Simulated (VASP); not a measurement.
Wanted: the native input for a VASP 6.6.1 run.

* Task: relaxation of cell and atoms
* Functional: PBE
* Dispersion: D4
* Potentials or basis: VASP PAW PBE potentials, release 64 (Cd, Te)
* Cutoff: 500 eV
* k mesh: 5 × 5 × 5
* Occupations: gaussian, width 0.01 eV
* Spin: no spin polarisation
* Target pressure: 10 GPa
* Dipole correction: no
* Further INCAR settings: ALGO = Normal; EDIFF = 1e-07; IBRION = 2; EDIFFG = -0.01; NSW = 100; ISIF = 3

The structure of CdTe lies in POSCAR:

```
CdTe
1.0
    0.0000000000      3.2050000000      3.2050000000
    3.2050000000      0.0000000000      3.2050000000
    3.2050000000      3.2050000000      0.0000000000
Cd Te
1 1
Direct
    0.0000000000      0.0000000000      0.0000000000
    0.2500000000      0.2500000000      0.2500000000
```

The input as run:

INCAR

```
SYSTEM = CdTe
ALGO = Normal ; EDIFF = 1E-7
EDIFFG = -0.01 ; ENCUT = 500
GGA = PE ; GGA_COMPAT = .FALSE.
IBRION = 2 ; ISIF = 3
ISMEAR = 0 ; IVDW = 13
LASPH = .TRUE. ; LCHARG = .FALSE.
LREAL = .FALSE. ; LWAVE = .FALSE.
NELM = 120 ; NELMIN = 4
NSW = 100 ; PREC = Accurate
PSTRESS = 100.0 ; SIGMA = 0.01
```

KPOINTS

```
k-points
0
G
  5 5 5
  0 0 0
```

Potentials or basis: VASP PAW PBE potentials, release 64 (Cd, Te).

Launch:

```sh
$ cat potpaw_PBE.64/Cd/POTCAR potpaw_PBE.64/Te/POTCAR > POTCAR
$ mpirun -np 1 vasp_std > vasp.out
```

It gave:

- Relaxed volume: 29.39 Å³/atom
- Relaxed cell: a = 4.364 Å, b = 4.364 Å, c = 4.364 Å, α = 60.00°, β = 60.00°, γ = 60.00°
- Space group after relaxing (to 0.1 Å): F-43m (No. 216)
- Energy change on relaxing (the run minimises the enthalpy): +128.4 meV/atom
- Ionic steps: 4
- Pressure after relaxing: 10.0 GPa
- Band gap on the k mesh: 1.23 eV
- Dispersion energy per atom: -0.419 eV

Caveat: the cell is relaxed towards a set pressure, so the run minimises the enthalpy, not the energy; spin-orbit coupling is left out, which moves the levels of the heavy elements.

It took 77 s on 1 thread of Intel Xeon 8259CL (shared host), peak memory 0.21 GiB.
